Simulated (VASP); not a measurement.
A run of VASP 6.6.1 is set up as follows.

File INCAR:

```
PREC = Accurate
ENCUT = 520
EDIFF = 1E-6
ISMEAR = -1
SIGMA = 0.06122561905347299
LREAL = False
LASPH = True
NELM = 60
ALGO = Normal
ISIF = 2
LWAVE = False
LCHARG = True
GGA = PE
LELF = True
LVHAR = True
NBANDS = 8
```

KPOINTS

```
Automatic mesh
0
Gamma
  60 60 60
```

POSCAR

```
N
1.0
    0.0000000000      1.5504095068      1.5504095068
    1.5504095068      0.0000000000      1.5504095068
    1.5504095068      1.5504095068      0.0000000000
N
1
Direct
    0.0000000000      0.0000000000      0.0000000000
```

Potentials or basis: VASP PAW PBE potentials, release 64 (N).

Command:

```console
$ cat potpaw_PBE.64/N/POTCAR > POTCAR
$ mpirun -np 1 vasp_std > vasp.out
```

Q: Estimate the pressure.

A: 3.4 GPa.

Q: What does it give for the band gap on the k mesh?

A: Zero (an odd number of electrons rules out a gap without spin polarisation).

Caveat: the cell stands under pressure.
